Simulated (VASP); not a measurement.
# Ni (P6_3/mmc) in VASP: notebook

Ni is run at these levels: PBEsol; tasks: relaxation of shape and atoms at fixed volume.

Everything below comes from runs of VASP 6.6.1. Logs are shortened: lines on timing, memory, paths and dates and some standing lists are left out, and cuts for length are marked.

### Step 1. The cell of the first run

Symmetry: P6_3/mmc, No. 194, hexagonal system. Conventional cell: a = 2.175 Å, b = 2.175 Å, c = 3.565 Å, α = 90.00°, β = 90.00°, γ = 120.00°. Ni (site symmetry -6m2) has 12 Ni at 2.17 to 2.18 Å within 2.9 Å.

This isn't the form of Ni at room conditions, which is fcc.

### Step 2. Relaxation of shape and atoms at fixed volume, PBEsol, collinear spin, ferromagnetic start

The input, INCAR:

```
SYSTEM = Ni
PREC = Accurate
ENCUT = 600
EDIFF = 1E-6
ISMEAR = -1
SIGMA = 0.1
LREAL = .FALSE.
LASPH = .TRUE.
NELM = 150
ALGO = Normal
ISIF = 4
LWAVE = .FALSE.
LCHARG = .FALSE.
ISPIN = 2
MAGMOM = 1 1
LORBIT = 11
LMAXMIX = 4
GGA = PS
IBRION = 2
NSW = 50
EDIFFG = -0.005
```

The input, KPOINTS:

```
regular mesh
0
G
  18 18 10
  0 0 0
```

The input, POSCAR:

```
Ni
1.0
    2.1745961837      0.0000000000      0.0000000000
   -1.0872980919      1.8832555380      0.0000000000
    0.0000000000      0.0000000000      3.5650296736
Ni
2
Direct
    0.3333333333      0.6666666667      0.2500000000
    0.6666666667      0.3333333333      0.7500000000
```

Potentials or basis: VASP PAW PBE potentials, release 64 (Ni).

Run with:

```
> cat potpaw_PBE.64/Ni/POTCAR > POTCAR
> mpirun -np 1 vasp_std > vasp.out
```

OUTCAR:

```text
SYSTEM = Ni
   PREC = Accurate
   ENCUT = 600
   EDIFF = 1E-6
   ISMEAR = -1
   LREAL = .FALSE.
   LASPH = .TRUE.
   NELM = 150
   ISIF = 4
   ISPIN = 2
   LORBIT = 11
   GGA = PS
   IBRION = 2
   NSW = 50
   EDIFFG = -0.005

 ion  position               nearest neighbor table
   1  0.333  0.667  0.250-   2 2.18   2 2.18   2 2.18   2 2.18   2 2.18   2 2.18   2 3.08   2 3.08
                             2 3.08   2 3.08   2 3.08   2 3.08
   2  0.667  0.333  0.750-   1 2.18   1 2.18   1 2.18   1 2.18   1 2.18   1 2.18   1 3.08   1 3.08
                             1 3.08   1 3.08   1 3.08   1 3.08

  LATTYP: Found a hexagonal cell.
 ALAT       =     2.1745961837
 C/A-ratio  =     1.6393984779

  Lattice vectors:

 A1 = (   2.1745961837,   0.0000000000,   0.0000000000)
 A2 = (  -1.0872980919,   1.8832555380,   0.0000000000)
 A3 = (   0.0000000000,   0.0000000000,   3.5650296736)

Analysis of symmetry for initial positions (statically):
=====================================================================
 Subroutine PRICEL returns:
 Original cell was already a primitive cell.

 Routine SETGRP: Setting up the symmetry group for a
 hexagonal supercell.

 Subroutine GETGRP returns: Found 24 space group operations
 (whereof 12 operations were pure point group operations)
 out of a pool of 24 trial point group operations.

The static configuration has the point symmetry D_3d.
 The point group associated with its full space group is D_6h.

Analysis of symmetry for dynamics (positions and initial velocities):
=====================================================================
 Subroutine PRICEL returns:
 Original cell was already a primitive cell.

 Routine SETGRP: Setting up the symmetry group for a
 hexagonal supercell.

 Subroutine GETGRP returns: Found 24 space group operations
 (whereof 12 operations were pure point group operations)
 out of a pool of 24 trial point group operations.

The dynamic configuration has the point symmetry D_3d.
 The point group associated with its full space group is D_6h.

Analysis of structural, dynamic, and magnetic symmetry:
=====================================================================
 Subroutine PRICEL returns:
 Original cell was already a primitive cell.

 Routine SETGRP: Setting up the symmetry group for a
 hexagonal supercell.

 Subroutine GETGRP returns: Found 24 space group operations
 (whereof 12 operations were pure point group operations)
 out of a pool of 24 trial point group operations.

The overall configuration has the point symmetry D_3d.
 The point group associated with its full space group is D_6h.

 Subroutine INISYM returns: Found 24 space group operations
 (whereof 12 operations are pure point group operations),
 and found     1 'primitive' translations

----------------------------------------------------------------------------------------

                                     Primitive cell

  volume of cell :      14.5999

  direct lattice vectors                    reciprocal lattice vectors
     2.174596184  0.000000000  0.000000000     0.459855493  0.265497693  0.000000000
    -1.087298092  1.883255538  0.000000000     0.000000000  0.530995385  0.000000000
     0.000000000  0.000000000  3.565029674     0.000000000  0.000000000  0.280502574

  length of vectors
     2.174596184  2.174596184  3.565029674     0.530995385  0.530995385  0.280502574

  position of ions in fractional coordinates (direct lattice)
     0.333333333  0.666666667  0.250000000
     0.666666667  0.333333333  0.750000000

  ion indices of the primitive-cell ions
   primitive index   ion index
                 1           1
                 2           2

----------------------------------------------------------------------------------------

 KPOINTS: regular mesh

Automatic generation of k-mesh.
 Grid dimensions read from file:
 generate k-points for:   18   18   10

 Generating k-lattice:

  Cartesian coordinates                     Fractional coordinates (reciprocal lattice)
     0.025547527  0.014749872  0.000000000     0.055555556 -0.000000000  0.000000000
     0.000000000  0.029499744  0.000000000     0.000000000  0.055555556  0.000000000
     0.000000000  0.000000000  0.028050257     0.000000000  0.000000000  0.100000000

  Length of vectors
     0.029499744  0.029499744  0.028050257

  Shift w.r.t. Gamma in fractional coordinates (k-lattice)
     0.000000000  0.000000000  0.000000000

 Subroutine IBZKPT returns following result:
 ===========================================

 Found    222 irreducible k-points:

 Following reciprocal coordinates:
            Coordinates               Weight
  0.000000  0.000000  0.000000      1.000000
  0.055556  0.000000  0.000000      6.000000
  0.111111  0.000000  0.000000      6.000000
  0.166667  0.000000  0.000000      6.000000
  0.222222  0.000000  0.000000      6.000000
  0.277778  0.000000  0.000000      6.000000
[... 16 lines left out ...]
  0.333333  0.111111  0.000000     12.000000
  0.388889  0.111111  0.000000     12.000000
 [... further k-points ...]
   k-points           NKPTS =    222   k-points in BZ     NKDIM =    222   number of bands    NBANDS=     15
   number of dos      NEDOS =    301   number of ions     NIONS =      2
   total plane-waves  NPLWV =   9072
   dimension x,y,z NGX =    18 NGY =   18 NGZ =   28
   dimension x,y,z NGXF=    36 NGYF=   36 NGZF=   56
   ions per type =               2
   NGX,Y,Z   is equivalent  to a cutoff of  13.76, 13.76, 13.06 a.u.
   NGXF,Y,Z  is equivalent  to a cutoff of  27.52, 27.52, 26.11 a.u.
 SYSTEM =  Ni
   PREC   = accura    normal or accurate (medium, high low for compatibility)
   ISTART =      0    job   : 0-new  1-cont  2-samecut
   ICHARG =      2    charge: 1-file 2-atom 10-const
   ISPIN  =      2    spin polarized calculation?
   LNONCOLLINEAR =      F non collinear calculations
   LSORBIT =      F    spin-orbit coupling
   LASPH  =      T    aspherical Exc in radial PAW
   ENCUT  =  600.0 eV  44.10 Ry    6.64 a.u.   4.34  4.34  7.12*2*pi/ulx,y,z
   NELM   =    150;   NELMIN=  2; NELMDL= -5     # of ELM steps
   EDIFF  = 0.1E-05   stopping-criterion for ELM
   LREAL  =      F    real-space projection
   EDIFFG = -.5E-02   stopping-criterion for IOM
   NSW    =     50    number of steps for IOM
   IBRION =      2    ionic relax: 0-MD 1-quasi-New 2-CG
   NFREE  =      1    steps in history (QN), initial steepest desc. (CG)
   ISIF   =      4    stress and relaxation
   ISYM   =      2    0-nonsym 1-usesym 2-fastsym
   POTIM  = 0.5000    time-step for ionic-motion
   TEBEG  =    0.0;   TEEND  =   0.0 temperature during run
   PSTRESS=    0.0 pullay stress
   NELECT =      20.0000    total number of electrons
   NUPDOWN=      -1.0000    fix difference up-down
   EMIN   =  10.00;   EMAX   =-10.00  energy-range for DOS
   EFERMI =   0.00;   METHOD = LEGACY
   ISMEAR =    -1;   SIGMA  =   0.10  broadening in eV -4-tet -1-fermi 0-gaus
   EFERMI_NEDOS =   21; number of points for ismear=-14 and -15
   IALGO  =     38    algorithm
   IMIX   =      4    mixing-type and parameters
     AMIX     =   0.40;   BMIX     =  1.00
     AMIX_MAG =   1.60;   BMIX_MAG =  1.00
  volume/ion in A,a.u.               =       7.30        49.26
  Fermi-wavevector in a.u.,A,eV,Ry     =   1.818170  3.435843 44.977353  3.305742
  Thomas-Fermi vector in A             =   2.875220
   LORBIT       =     11    0 simple, 1 ext, 2 COOP (PROOUT), +10 PAW based schemes
   GGA     = PS    functional components
   LHFCALC =     F    Hartree Fock is set to
   AEXX    =    0.0000 exact exchange contribution
   IVDW    =     0    specifies the selected vdW correction
   LEPSILON=     F    determine dielectric tensor
   LRPA    =     F    only Hartree local field effects (RPA)
 conjugate gradient relaxation of ions
 spin polarized calculation
  energy-cutoff  :      600.00
  volume of cell :       14.60
 maximum number of plane-waves:       525
 NGX is ok and might be reduce to    18
   NGX =  9   NGY =  9   NGZ = 15

--------------------------------------- Ionic step        1  -------------------------------------------

 number of electron      20.0000003 magnetization       0.9719912

 Free energy of the ion-electron system (eV)
  ---------------------------------------------------
  ext. energy  EPLUGINS =         0.00000000
  ---------------------------------------------------
  free energy    TOTEN  =        -9.66769346 eV

  energy without entropy =       -9.57449960  energy(sigma->0) =       -9.62109653

------------------------ aborting loop because EDIFF is reached ----------------------------------------

  FORCE on cell =-STRESS in cart. coord.  units (eV):
  Direction    XX          YY          ZZ          XY          YZ          ZX
  --------------------------------------------------------------------------------------
  -------------------------------------------------------------------------------------
  Total       17.2105338     17.2105338     17.2743801     -0.0000000     -0.0000000     -0.0000000
  in kB     1888.6605107   1888.6605106   1895.6669156     -0.0000001     -0.0000000     -0.0000000
  external PRESSURE =    1890.9959790 kB  Pullay stress =       0.0000000 kB
[... 59 lines left out ...]
--------------------------------------- Ionic step        3  -------------------------------------------

 number of electron      20.0000003 magnetization       0.9706245

 Free energy of the ion-electron system (eV)
  ---------------------------------------------------
  ext. energy  EPLUGINS =         0.00000000
  ---------------------------------------------------
  free energy    TOTEN  =        -9.66771197 eV

  energy without entropy =       -9.57448910  energy(sigma->0) =       -9.62110053

 E-fermi :  16.2389     XC(G=0): -15.9820

 val. band max:       16.2371296134   @ k =   0.1667   0.0556   0.2000
 cond. band min:      16.2406831603   @ k =   0.2778   0.1111   0.2000
 fundamental gap:      0.0035535468
 Fermi energy:        16.2388624468

 spin component 1

 k-point     1 :       0.0000    0.0000    0.0000
  band No.  band energies     occupation
      1       4.0305      1.00000
      2       8.5905      1.00000
      3      12.4625      1.00000
      4      12.6055      1.00000
      5      12.6055      1.00000
      6      13.1232      1.00000
      7      13.1232      1.00000
      8      13.8658      1.00000
      9      13.8658      1.00000
     10      15.0794      0.99999
     11      15.5936      0.99843
     12      15.5936      0.99843
     13      25.4194      0.00000
     14      42.0488      0.00000
[... 403 lines left out ...]
      4      11.9037      1.00000
      5      12.3216      1.00000
      6      12.6730      1.00000
      7      13.1837      1.00000
      8      15.5096      0.99932
      9      15.8239      0.98447
     10      15.8270      0.98399
     11      18.1087      0.00000
     12      22.6950      0.00000
     13      28.3228      0.00000
     14      29.7404      0.00000
     15      32.3930      0.00000

 [... further k-points ...]

 spin component 2

 k-point     1 :       0.0000    0.0000    0.0000
  band No.  band energies     occupation
      1       4.0570      1.00000
      2       8.8989      1.00000
      3      12.9869      1.00000
      4      13.1131      1.00000
      5      13.1131      1.00000
      6      13.6498      1.00000
      7      13.6498      1.00000
      8      14.3900      1.00000
      9      14.3900      1.00000
     10      15.1024      0.99999
     11      16.1573      0.69323
     12      16.1573      0.69322
     13      25.7738      0.00000
     14      42.0124      0.00000
[... 444 lines left out ...]
  FREE ENERGIE OF THE ION-ELECTRON SYSTEM (eV)
  ---------------------------------------------------
  free  energy   TOTEN  =        -9.6677119687 eV

  energy  without entropy=       -9.5744890982  energy(sigma->0) =       -9.62110053

 reached required accuracy - stopping structural energy minimisation

 total charge

# of ion       s       p       d       tot
------------------------------------------
    1        0.723   0.991   8.679  10.393
    2        0.723   0.991   8.679  10.393
--------------------------------------------------
tot          1.446   1.982  17.358  20.786

 magnetization (x)

# of ion       s       p       d       tot
------------------------------------------
    1       -0.005  -0.022   0.493   0.466
    2       -0.005  -0.022   0.493   0.466
--------------------------------------------------
tot         -0.009  -0.044   0.985   0.932
```

Run time: 1.9 min. Hardware: 1 thread of Intel Xeon Platinum 8559C (Emerald Rapids), shared host; peak memory 0.2 GiB.

What came out:

```yaml
Free_energy: -9.6677 eV
Energy_gained_by_relaxing: 0.0 meV/atom
Ionic_steps: 3
Pressure_after_relaxing: 189.0 GPa
Net_moment: 0.97 μB per cell
Site_moments: Ni +0.47 μB
```

Final structure:
```yaml
crystal:
  lattice:
    - [2.17401, 0.00000, 0.00000]
    - [-1.08700, 1.88275, 0.00000]
    - [0.00000, 0.00000, 3.56696]
  atoms:
    - { symbol: Ni, position: [0.33333, 0.66667, 0.25000] }
    - { symbol: Ni, position: [0.66667, 0.33333, 0.75000] }
```

Levels at points of the mesh, in eV from the Fermi level:
Spin up:
| k point | band 7 | band 8 | band 9 | band 10 | band 11 | band 12 | band 13 | band 14 |
| --- | --- | --- | --- | --- | --- | --- | --- | --- |
| (0.00, 0.00, 0.00) | -3.12 | -2.37 | -2.37 | -1.16 | -0.65 | -0.65 | 9.18 | 25.81 |
| (0.50, 0.00, 0.00) | -3.04 | -0.40 | -0.29 | -0.17 | 2.02 | 4.91 | 12.42 | 13.62 |
| (0.00, 0.00, 0.50) | -3.70 | -3.70 | -1.15 | -1.15 | -1.15 | -1.15 | 18.90 | 18.90 |
| (0.50, 0.00, 0.50) | -1.30 | -1.30 | -0.26 | -0.26 | 1.82 | 1.82 | 10.48 | 10.48 |
Spin down:
```csv
k point,band 7,band 8,band 9,band 10,band 11,band 12,band 13,band 14
"(0.00, 0.00, 0.00)",-2.59,-1.85,-1.85,-1.14,-0.08,-0.08,9.53,25.77
"(0.50, 0.00, 0.00)",-2.54,0.20,0.29,0.43,2.44,5.23,12.58,13.78
"(0.00, 0.00, 0.50)",-3.20,-3.20,-0.59,-0.59,-0.59,-0.59,19.07,19.07
"(0.50, 0.00, 0.50)",-0.88,-0.88,0.34,0.34,2.05,2.05,10.79,10.79
```

Caveat: the PAW data sets were made with another functional, which shifts forces and pressure a little.

### Step 3. Relaxation of shape and atoms at fixed volume, PBEsol, collinear spin, ferromagnetic start

This run uses another cell than the first one, of 8.34 Å³/atom.

The input, INCAR:

```
SYSTEM = Ni
PREC = Accurate
ENCUT = 600
EDIFF = 1E-7
ISMEAR = -1
SIGMA = 0.1
LREAL = .False.
LASPH = .True.
NELM = 150
ALGO = Normal
ISIF = 4
LWAVE = .False.
LCHARG = .False.
ISPIN = 2
MAGMOM = 1 1
LORBIT = 11
LMAXMIX = 4
GGA = PS
IBRION = 2
NSW = 50
EDIFFG = -0.005
```

The input, KPOINTS:

```
Automatic mesh
0
Gamma
  18 18 10
  0 0 0
```

The input, POSCAR:

```
Ni
1.0
    2.2735749234      0.0000000000      0.0000000000
   -1.1367874617      1.9689736411      0.0000000000
    0.0000000000      0.0000000000      3.7272952689
Ni
2
Direct
    0.3333333333      0.6666666667      0.2500000000
    0.6666666667      0.3333333333      0.7500000000
```

Potentials or basis: VASP PAW PBE potentials, release 64 (Ni).

Run with:

```
> cat potpaw_PBE.64/Ni/POTCAR > POTCAR
> mpirun -np 1 vasp_std > vasp.out
```

Run time: 64 s. Hardware: 1 thread of Intel Xeon 6975P-C (Granite Rapids), shared host; peak memory 0.22 GiB.

It converged, with:

```yaml
Free_energy: -11.3855 eV
Energy_gained_by_relaxing: 0.0 meV/atom
Ionic_steps: 2
Pressure_after_relaxing: 85.6 GPa
Net_moment: 1.08 μB per cell
Site_moments: Ni +0.53 μB
Valence_electrons_inside_the_program's_atomic_spheres: Ni 9.94
```

Final structure:
```
Ni
1.0
     2.27324    0.00000    0.00000
    -1.13662    1.96868    0.00000
     0.00000    0.00000    3.72840
Ni
2
Direct
  0.33333 0.66667 0.25000
  0.66667 0.33333 0.75000
```

Levels at points of the mesh, in eV from the Fermi level:
Spin up:
```tsv
k point	band 8	band 9	band 10	band 11	band 12	band 13
(0.00, 0.00, 0.00)	-2.08	-2.08	-0.92	-0.66	-0.66	7.80
(0.50, 0.00, 0.00)	-0.47	-0.38	-0.29	1.66	4.17	11.22
(0.00, 0.00, 0.50)	-3.15	-1.08	-1.08	-1.08	-1.08	17.23
(0.50, 0.00, 0.50)	-1.17	-0.36	-0.36	1.61	1.61	9.06
```
Spin down:
| k point | band 6 | band 7 | band 8 | band 9 | band 10 | band 11 | band 12 | band 13 |
| --- | --- | --- | --- | --- | --- | --- | --- | --- |
| (0.00, 0.00, 0.00) | -2.10 | -2.10 | -1.49 | -1.49 | -0.91 | -0.04 | -0.04 | 8.17 |
| (0.50, 0.00, 0.00) | -2.59 | -2.08 | 0.18 | 0.26 | 0.37 | 2.11 | 4.51 | 11.38 |
| (0.00, 0.00, 0.50) | -2.59 | -2.59 | -2.59 | -0.46 | -0.46 | -0.46 | -0.46 | 17.40 |
| (0.50, 0.00, 0.50) | -1.38 | -0.70 | -0.70 | 0.30 | 0.30 | 1.84 | 1.84 | 9.38 |

Caveat: the PAW data sets were made with another functional, which shifts forces and pressure a little.
